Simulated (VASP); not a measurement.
Input of a VASP 6.6.1 run:

The input POSCAR:

```
CuI
1.0
    0.0000000000      3.0713927327      3.0713927327
    3.0713927327      0.0000000000      3.0713927327
    3.0713927327      3.0713927327      0.0000000000
I Cu
1 1
Direct
    0.0000000000      0.0000000000      0.0000000000
    0.7500000000      0.7500000000      0.7500000000
```

File INCAR.step1:

```
PREC = Accurate
ENCUT = 520
EDIFF = 1E-5
ISMEAR = -1
SIGMA = 0.05
LREAL = F
LASPH = T
NELM = 60
ALGO = Normal
ISIF = 2
LWAVE = T
LCHARG = F
NBANDS = 16
GGA = PE
```

Contents of INCAR.step2:

```
PREC = Accurate
ENCUT = 520
EDIFF = 1E-6
ISMEAR = -1
SIGMA = 0.05
LREAL = F
LASPH = T
NELM = 60
ALGO = Normal
ISIF = 2
LWAVE = F
LCHARG = F
GGA = PE
LHFCALC = T
AEXX = 1.0
ALDAC = 0.0
AGGAC = 0.0
PRECFOCK = Normal
NBANDS = 16
ISTART = 1
```

KPOINTS

```
Automatic mesh
0
Gamma
  4 4 4
```

Potentials or basis: VASP PAW PBE potentials, release 64 (I, Cu).

Command:

```bash
$ cat potpaw_PBE.64/I/POTCAR potpaw_PBE.64/Cu/POTCAR > POTCAR
$ cp INCAR.step1 INCAR
$ mpirun -np 1 vasp_std > vasp.out
$ cp INCAR.step2 INCAR
$ mpirun -np 1 vasp_std > vasp.out
```

Question: Predict the pressure.

Answer: 6.3 GPa.

Question: Estimate the band gap on the k mesh.

Answer: 9.77 eV.

Caveat: the k points lie up to 0.44 Å⁻¹ apart; the PAW data sets were made with another functional, which shifts forces and pressure a little; spin-orbit coupling is left out, which moves the levels of the heavy elements.
